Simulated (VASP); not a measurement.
Set up this calculation in VASP 6.6.1, as the native input.

```yaml
Task: relaxation of cell and atoms
Functional: PBEsol
Potentials_or_basis: VASP PAW PBE potentials, release 64 (Be)
Cutoff: 600 eV
k_mesh: 13 × 13 × 8
Occupations: fermi-dirac, width 0.05 eV
Spin: no spin polarisation
Target_pressure: 2 GPa
Dipole_correction: no
Further_INCAR_settings: ALGO = Fast; EDIFF = 1e-06; IBRION = 2; EDIFFG = -0.01; NSW = 60; ISIF = 3
```

The structure of Be lies in POSCAR:

```
Be
1.0
    2.2853000000      0.0000000000      0.0000000000
   -1.1426500000      1.9791278553      0.0000000000
    0.0000000000      0.0000000000      3.5842000000
Be
2
Direct
    0.6666666667      0.3333333333      0.7500000000
    0.3333333333      0.6666666667      0.2500000000
```

These files were run (other wordings do the same):

INCAR

```
  PREC = Accurate
  ENCUT = 600
  EDIFF = 1E-6
  ISMEAR = -1
  SIGMA = 0.05
  LREAL = F
  LASPH = T
  NELM = 80
  ALGO = Fast
  ISIF = 3
  LWAVE = F
  LCHARG = F
  GGA = PS
  IBRION = 2
  NSW = 60
  EDIFFG = -0.01
  PSTRESS = 20.0
```

KPOINTS

```
Automatic mesh
0
Gamma
  13 13 8
```

Potentials or basis: VASP PAW PBE potentials, release 64 (Be).

The run is started by

```bash
$ cat potpaw_PBE.64/Be/POTCAR > POTCAR
$ mpirun -np 1 vasp_std > vasp.out
```

It gave:

* Relaxed volume: 7.74 Å³/atom
* Relaxed cell: a = 2.251 Å, b = 2.251 Å, c = 3.529 Å, α = 90.00°, β = 90.00°, γ = 120.00°
* Space group after relaxing (to 0.05 Å): P6_3/mmc (No. 194)
* Energy change on relaxing (the enthalpy is what falls): -1.8 meV/atom
* Ionic steps: 5
* Pressure after relaxing: 2.1 GPa
* Band gap on the k mesh: zero (band 2 reaches 8.29 eV, above the bottom of band 3 at 6.65 eV)

Caveat: the cell is relaxed towards a set pressure, so the enthalpy falls and the energy may rise; the PAW data sets were made with another functional, which shifts forces and pressure a little.

Run time: 36 s on 1 thread of AMD EPYC 7571, with other jobs on the host, peak memory 0.1 GiB.
